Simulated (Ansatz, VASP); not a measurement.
**FeS2: VASP beside Ansatz**

```xyz
6
Lattice="4.3674 0.0000 0.0000 0.0000 5.3331 0.0000 0.0000 0.0000 3.4448" Properties=species:S:1:pos:R:3 pbc="T T T"
Fe    2.1837    2.6666    1.7224
Fe    0.0000    0.0000    0.0000
S     1.2673    4.6642    1.7224
S     3.1001    0.6690    1.7224
S     0.9164    1.9976    0.0000
S     3.4510    3.3355    0.0000
```

Change from the starting cell: strain along c alone, the other axes held, atoms relaxed: +3.0 %.

Alike in both runs: functional PBEsol; k mesh 6 × 6 × 8; occupations gaussian, width 0.02 eV; no spin polarisation.

Ansatz relaxed the structure, and its values are those at the end. VASP's run is a single point on that final structure, the one shown.

```csv
,VASP,Ansatz
version,VASP 6.6.1,Ansatz 0.2.0
potentials or method,"VASP PAW PBE potentials, release 64 (Fe, S), cutoff 600 eV","scalar-relativistic, plane waves, PAW"
valence electrons in the cell,40,56
```

```tsv
	VASP	Ansatz	Ansatz less VASP
gap on the k mesh at the Fermi level (eV)	0.91	0.93	+0.021
least direct gap on the mesh (eV)	1.25	1.26	+0.013
pressure (GPa)	-4.3	-4.8	-0.50
rms of the force components (eV/Å)	0.023	0.001	-0.0223
```

VASP's potentials were made for PBE, not for PBEsol. VASP's potentials hold 40 valence electrons a cell and Ansatz's 56, so a difference there can come from the potentials and not from the codes. Ansatz's warnings: stress scf threshold loose.
